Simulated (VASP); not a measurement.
Input of a VASP 6.6.1 run:

INCAR

```
PREC = Accurate ; ENCUT = 600
EDIFF = 1E-6 ; ISMEAR = 0
SIGMA = 0.05 ; LREAL = False
LASPH = True ; NELM = 200
ALGO = Normal ; ISIF = 2
LWAVE = False ; LCHARG = False
ISPIN = 2 ; MAGMOM = 3 0 0
LORBIT = 11 ; LMAXMIX = 4
LDAU = True ; LDAUTYPE = 2
LDAUL = 2 -1 ; LDAUU = 2 0
LDAUJ = 0 0 ; LDAUPRINT = 1
GGA = PE ; NBANDS = 24
GGA_COMPAT = False
```

KPOINTS

```
Automatic mesh
0
Gamma
  8 8 4
```

Contents of POSCAR:

```
MnO2
1.0
    2.7513669000      0.0000000000      0.0000000000
   -1.3756834500      2.3827536300      0.0000000000
    0.0000000000      0.0000000000      4.4385258500
Mn O
1 2
Direct
    0.0000000000      0.0000000000      0.0000000000
    0.3333333333      0.6666666667      0.2520000000
    0.6666666667      0.3333333333      0.7480000000
```

Potentials or basis: VASP PAW PBE potentials, release 64 (Mn_pv, O).

The run is started by

```bash
$ cat potpaw_PBE.64/Mn_pv/POTCAR potpaw_PBE.64/O/POTCAR > POTCAR
$ mpirun -np 1 vasp_std > vasp.out
```

(1) What does it give for the band gap on the k mesh?

(2) Estimate the net moment.

(3) Estimate the site moments.

## Answers

(1) 1.44 eV, indirect (least direct gap 1.77 eV).

(2) 3.00 μB per cell.

(3) Mn +2.96; O -0.01 μB.

Caveat: a cell with one magnetic atom can't hold antiferromagnetic order, which such compounds often take; forces of over 1 eV/Å act on the atoms, so gaps and moduli don't describe the material at rest.
